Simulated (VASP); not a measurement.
A run of VASP 6.6.1 is set up as follows.

The input INCAR:

```
PREC     = Accurate       # precision mode
ENCUT    = 520            # plane-wave cutoff, eV
EDIFF    = 1E-6           # SCF threshold, eV
ISMEAR   = -1             # smearing method
SIGMA    = 0.05           # smearing width, eV
LREAL    = Auto         
LASPH    = True           # aspherical terms in the spheres
NELM     = 100            # most SCF steps
ALGO     = Normal         # electronic algorithm
ISIF     = 2              # what is computed and relaxed
LWAVE    = False          # write WAVECAR
LCHARG   = False          # write CHGCAR
GGA      = PE             # functional
IVDW     = 12             # dispersion correction
NBANDS   = 75             # bands
```

File KPOINTS:

```
Automatic mesh
0
Gamma
  1 1 1
```

POSCAR

```
H2CS2
1.0
    9.2051640000      0.0000000000      0.0000000000
    0.0000000000      9.2051640000      0.0000000000
    0.0000000000      0.0000000000      9.2051640000
H S C
12 12 6
Direct
    0.7974871496      0.7978673710      0.4313122504
    0.7874384422      0.8346402085      0.5059985895
    0.3867611701      0.5685612989      0.5391973462
    0.3874890225      0.5601421115      0.4593074061
    0.7304921455      0.6102878775      0.7170866266
    0.7385093845      0.5638248270      0.6495919030
    0.2220384124     -0.0136119248      0.6465935859
    0.2683167839      0.0261918202      0.6977170640
    0.5699844131      0.9246114464      0.7631911827
    0.6127756116      0.8672849283      0.8002138799
    0.8242221431      0.1945103857      0.7119916603
    0.7801599189      0.2025276247      0.7751844508
    1.1200126364      0.5548407394      0.3037425515
    0.8918037745      0.4498996433      0.0778476081
    0.3510312255      0.7440062991     -0.0362513911
    0.4223390262      0.8193444462      0.2901632171
    0.2112401257      0.1657656507      0.3589072395
    0.2335971418      0.1766291182      0.0211946251
    0.0185656660      0.7746195505      0.7976609651
    0.0755662800      0.4539082628      0.6998245767
    0.6789232652      0.3069146840      0.4620558634
    0.5212834883      0.4252612990      0.1881335303
    0.9329763163      0.8381708354      0.1838315971
    0.7107097712      1.0767760357      0.0882004927
    1.0014378886      0.5034891285      0.1930655445
    0.3835999011      0.7806161846      0.1285582745
    0.2202785306      0.1671235841      0.1904039950
    0.0487661056      0.6164800540      0.7479931916
    0.5981751113      0.3621119624      0.3246329995
    0.8240266007      0.9622859517      0.1350437646
```

Potentials or basis: VASP PAW PBE potentials, release 64 (H, S, C).

Run with:

```bash
$ cat potpaw_PBE.64/H/POTCAR potpaw_PBE.64/S/POTCAR potpaw_PBE.64/C/POTCAR > POTCAR
$ mpirun -np 1 vasp_gam > vasp.out
```

Predict the largest force.

1.718 eV/Å.

Predict the band gap on the k mesh.

3.28 eV.

Stress tensor (GPa, compression positive):
```
-0.06  0.10 -0.14
 0.10 -0.40 -0.28
-0.14 -0.28 -0.64
```

Caveat: the k points lie up to 0.68 Å⁻¹ apart.
